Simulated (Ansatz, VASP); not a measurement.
AlN in VASP and in Ansatz

```xyz
4
Lattice="3.0671 0.0000 0.0000 -1.5335 2.6562 0.0000 0.0000 0.0000 5.0249" Properties=species:S:1:pos:R:3 pbc="T T T"
Al    0.0000    1.7708    0.0109
Al    1.5335    0.8854    2.5234
N     0.0000    1.7708    1.9086
N     1.5335    0.8854    4.4211
```

Change from the starting cell: strained cell.

Alike in both runs: functional PBEsol; k mesh 9 × 9 × 4; occupations gaussian, width 0.02 eV; no spin polarisation.

Ansatz relaxed the structure, and its values are those at the end. VASP's run is a single point on that final structure, the one shown.

|  | VASP | Ansatz |
| --- | --- | --- |
| version | VASP 6.6.1 | Ansatz 0.2.0 |
| potentials or method | VASP PAW PBE potentials, release 64 (Al, N), cutoff 600 eV | scalar-relativistic, plane waves, PAW |
| valence electrons in the cell | 16 | 16 |

|  | VASP | Ansatz | Ansatz less VASP |
| --- | --- | --- | --- |
| gap on the k mesh at the Fermi level (eV) | 4.42 | 4.40 | -0.016 |
| least direct gap on the mesh (eV) | 4.42 | 4.40 | -0.016 |
| pressure (GPa) | 4.7 | 4.9 | +0.15 |

VASP's potentials were made for PBE, not for PBEsol. Ansatz's warnings: stress scf threshold loose.
